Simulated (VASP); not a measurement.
**PrPb5: single point with PBE**

Crystal: PrPb5.

```
Pr Pb
1.0
     3.28226    1.89501    5.23906
    -3.28226    1.89501    5.23906
     0.00000   -3.79002    5.23906
Pr Pb
1 5
Direct
  0.50000 0.50000 0.50000
  0.50000 0.50000 0.00000
  0.00000 0.50000 0.50000
  0.50000 0.00000 0.50000
  0.13173 0.13173 0.13173
  0.86827 0.86827 0.86827
```

The cell was generated, and may not be a known phase.

* Program: VASP 6.6.1
* Task: single point
* Functional: PBE
* Potentials or basis: VASP PAW PBE potentials, release 64 (Pr_3, Pb_d), 4f in core
* Cutoff: 500 eV
* k mesh: 3 × 3 × 3
* Occupations: gaussian, width 0.1 eV
* Spin: no spin polarisation
* Dipole correction: no
* Further INCAR settings: ALGO = Normal; EDIFF = 1e-06; NBANDS = 50

- Pressure: 0.3 GPa
- Largest force: 0.010 eV/Å
- Band gap on the k mesh: zero (an odd number of electrons rules out a gap without spin polarisation)

Forces in eV/Å, atoms in the order of the input:
```
Pr   0.000  0.000  0.000
Pb   0.000  0.000  0.000
Pb   0.000  0.000  0.000
Pb   0.000  0.000  0.000
Pb   0.000  0.000 -0.010
Pb   0.000  0.000  0.010
```

Stress tensor (GPa, compression positive):
```
0.11 0.00 0.00
0.00 0.11 0.00
0.00 0.00 0.54
```

Levels at points of the mesh, in eV from the Fermi level:
| k point | band 37 | band 38 | band 39 | band 40 | band 41 | band 42 | band 43 | band 44 |
| --- | --- | --- | --- | --- | --- | --- | --- | --- |
| (0.00, 0.00, 0.00) | -2.25 | -1.95 | -1.58 | -1.58 | -0.73 | 0.10 | 0.10 | 2.17 |

Run time: 47 s on 1 thread of Intel(R) Xeon(R) 6975P-C (Granite Rapids), with other jobs on the host, peak memory 0.33 GiB.

Caveat: the k points lie up to 0.39 Å⁻¹ apart, too coarse for converged energies and pressures of a metal; spin-orbit coupling is left out, which moves the levels of the heavy elements; the 4f electrons are frozen in the core, so they carry no moment and show no levels. Spin polarisation is off, so any magnetic state and its effect on volume and gap are missing.
